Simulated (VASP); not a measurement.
Wanted: the native input for a VASP 6.6.1 run.

| Quantity | Value |
| --- | --- |
| Task | relaxation of cell and atoms |
| Functional | PBE |
| Potentials or basis | VASP PAW PBE potentials, release 64 (Na_pv, F) |
| Cutoff | 600 eV |
| k mesh | 9 × 9 × 6 |
| Occupations | gaussian, width 0.02 eV |
| Spin | no spin polarisation |
| Dipole correction | no |
| Further INCAR settings | ALGO = Normal; EDIFF = 1e-06; IBRION = 2; EDIFFG = -0.01; NSW = 65; ISIF = 3 |

The structure of NaF lies in POSCAR:

```
NaF
1.0
    3.3230944552      0.0000000000      0.0000000000
   -1.6615472276      2.8778842174      0.0000000000
    0.0000000000      0.0000000000      5.4265611937
Na F
2 2
Direct
    0.0000000000      0.0000000000      0.0000000000
    0.3333333333      0.6666666667      0.5000000000
    0.6666666667      0.3333333333      0.2500000000
    0.6666666667      0.3333333333      0.7500000000
```

The input as run:

INCAR

```
SYSTEM = NaF
PREC = Accurate
ENCUT = 600
EDIFF = 1E-6
ISMEAR = 0
SIGMA = 0.02
LREAL = .FALSE.
LASPH = .TRUE.
NELM = 100
ALGO = Normal
ISIF = 3
LWAVE = .FALSE.
LCHARG = .FALSE.
GGA = PE
IBRION = 2
NSW = 65
EDIFFG = -0.01
```

KPOINTS

```
Automatic mesh
0
G
  9 9 6
  0 0 0
```

Potentials or basis: VASP PAW PBE potentials, release 64 (Na_pv, F).

The run is started by

```bash
$ cat potpaw_PBE.64/Na_pv/POTCAR potpaw_PBE.64/F/POTCAR > POTCAR
$ mpirun -np 1 vasp_std > vasp.out
```

Results of the run:

* Relaxed volume: 13.13 Å³/atom
* Relaxed cell: a = 3.247 Å, b = 3.247 Å, c = 5.751 Å, α = 90.00°, β = 90.00°, γ = 120.00°
* Space group after relaxing (to 0.1 Å): P6_3/mmc (No. 194)
* Energy gained by relaxing: 18.2 meV/atom
* Ionic steps: 6
* Pressure after relaxing: -0.1 GPa
* Band gap on the k mesh: 5.52 eV (least direct gap 5.58 eV)

Caveat: an odd mesh through Γ misses points on the zone boundary, where band edges can lie.

Run time: 82 s on 1 thread of Intel(R) Xeon(R) 6975P-C (Granite Rapids), with other jobs on the host, peak memory 0.2 GiB.
